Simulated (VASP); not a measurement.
Set up this calculation in VASP 6.6.1, as the native input.

- Task: single point
- Functional: PBE
- Potentials or basis: VASP PAW PBE potentials, release 64 (Zr_sv)
- Cutoff: 520 eV
- k mesh: 6 × 6 × 4
- Occupations: fermi-dirac, width 0.02 eV
- Spin: no spin polarisation
- Dipole correction: no
- Further INCAR settings: ALGO = Normal; EDIFF = 1e-06; NBANDS = 19

The structure of Zr lies in POSCAR:

```
Zr
1.0
    3.2320000000      0.0000000000      0.0000000000
   -1.6160000000      2.7989941050      0.0000000000
    0.0000000000      0.0000000000      5.1470000000
Zr
2
Direct
    0.6666666667      0.3333333333      0.7500000000
    0.3333333333      0.6666666667      0.2500000000
```

One way to write it, as run:

INCAR

```
SYSTEM = Zr
ALGO     = Normal         ! electronic algorithm
EDIFF    = 1E-6           ! SCF threshold, eV
ENCUT    = 520            ! plane-wave cutoff, eV
GGA      = PE             ! functional
ISIF     = 2              ! what is computed and relaxed
ISMEAR   = -1             ! smearing method
LASPH    = .TRUE.         ! aspherical terms in the spheres
LCHARG   = .TRUE.         ! write CHGCAR
LELF     = .TRUE.         ! ELF
LREAL    = .FALSE.        ! projectors in reciprocal space
LVHAR    = .TRUE.       
LWAVE    = .FALSE.        ! write WAVECAR
NBANDS   = 19             ! bands
NELM     = 80             ! most SCF steps
PREC     = Accurate       ! precision mode
SIGMA    = 0.02           ! smearing width, eV
```

KPOINTS

```
k-points
0
G
  6 6 4
  0 0 0
```

Potentials or basis: VASP PAW PBE potentials, release 64 (Zr_sv).

The run is started by

```sh
$ cat potpaw_PBE.64/Zr_sv/POTCAR > POTCAR
$ mpirun -np 1 vasp_std > vasp.out
```

Results of the run:

| Quantity | Value |
| --- | --- |
| Pressure | 0.3 GPa |
| Band gap on the k mesh | zero (band 12 reaches 9.86 eV, above the bottom of band 13 at 8.96 eV) |

Caveat: the k points lie up to 0.37 Å⁻¹ apart.

Wall time 7.1 s on 1 thread of Intel(R) Xeon(R) 6975P-C (Granite Rapids) (shared host), peak memory 0.16 GiB.
